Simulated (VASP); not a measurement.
Runs of VASP 6.6.1 on As. The structure is trigonal, space group R-3m (No. 166). Conventional cell: a = 3.590 Å, b = 3.590 Å, c = 15.163 Å, α = 90.00°, β = 90.00°, γ = 120.00°. Within 3.3 Å of As (site symmetry 3m) lie 3 As at 2.48 Å. 

```csv
k mesh,smearing,gap on the mesh (eV),pressure (GPa),largest force (eV/Å)
2 × 2 × 2,fermi-dirac 0.1 eV,1.00,(b),0.20
10 × 10 × 10,fermi-dirac 0.2 eV,0.61,0.1,0.05
10 × 10 × 10,fermi-dirac 0.1 eV,0.61,0.1,0.06
8 × 8 × 8,fermi-dirac 0.1 eV,-,0.1,0.06
10 × 10 × 10,fermi-dirac 0.01 eV,0.60,0.1,0.06
4 × 4 × 4,fermi-dirac 0.1 eV,(a),0.8,0.02
6 × 6 × 6,fermi-dirac 0.1 eV,-,0.2,0.03
```

Alike in all rows: task single point; level r2SCAN; potentials or basis VASP PAW PBE potentials, release 64 (As); no spin polarisation; cell as given; cutoff (eV) 520.

Problem. Fill in the values left out.

Solution. (a) 0.95; (b) 4.8.

Caveats: some runs use coarse meshes; the PAW data sets were made with another functional, which shifts forces and pressure a little; semilocal functionals underestimate gaps, and a narrow one can read as zero (at least some runs).

A k mesh can miss the band edges, and the runs leave out spin-orbit coupling on As.
